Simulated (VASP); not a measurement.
Write the native input for VASP 6.6.1 that does the following.

- Task: single point
- Functional: PBE
- Potentials or basis: VASP PAW PBE potentials, release 64 (Fe)
- Cutoff: 520 eV
- k mesh: 16 × 16 × 16
- Occupations: fermi-dirac, width 0.1 eV
- Spin: collinear spin, ferromagnetic start
- Starting moments: [2.5] μB
- Dipole correction: no
- Further INCAR settings: ALGO = Normal; EDIFF = 1e-07; NBANDS = 14

The structure of Fe lies in POSCAR:

```
Fe
1.0
    2.3820805558      0.0000000000      0.0000000000
    0.0000000000      2.3820805558      0.0000000000
    0.0000000000      0.0000000000      2.3820805558
Fe
1
Direct
    0.0000000000      0.0000000000      0.0000000000
```

This isn't the form of Fe at room conditions, which is bcc.

One way to write it, as run:

INCAR

```
ALGO = Normal
EDIFF = 1E-7
ENCUT = 520
GGA = PE
ISIF = 2
ISMEAR = -1
ISPIN = 2
LASPH = True
LCHARG = True
LELF = True
LMAXMIX = 4
LORBIT = 11
LREAL = False
LVHAR = True
LWAVE = False
MAGMOM = 2.5
NBANDS = 14
NELM = 150
PREC = Accurate
SIGMA = 0.1
```

KPOINTS

```
k-points
0
Gamma
  16 16 16
```

Potentials or basis: VASP PAW PBE potentials, release 64 (Fe).

The run is started by

```sh
$ cat potpaw_PBE.64/Fe/POTCAR > POTCAR
$ mpirun -np 1 vasp_std > vasp.out
```

It gave:

* Pressure: -2.2 GPa
* Net moment: 2.42 μB per cell
* Site moments: Fe +2.41 μB
* Valence electrons inside the program's atomic spheres: Fe 7.15

Run time: 64 s on 1 thread of Intel(R) Xeon(R) Platinum 8375C CPU @ 2.90GHz (Ice Lake) (shared host), peak memory 0.16 GiB.
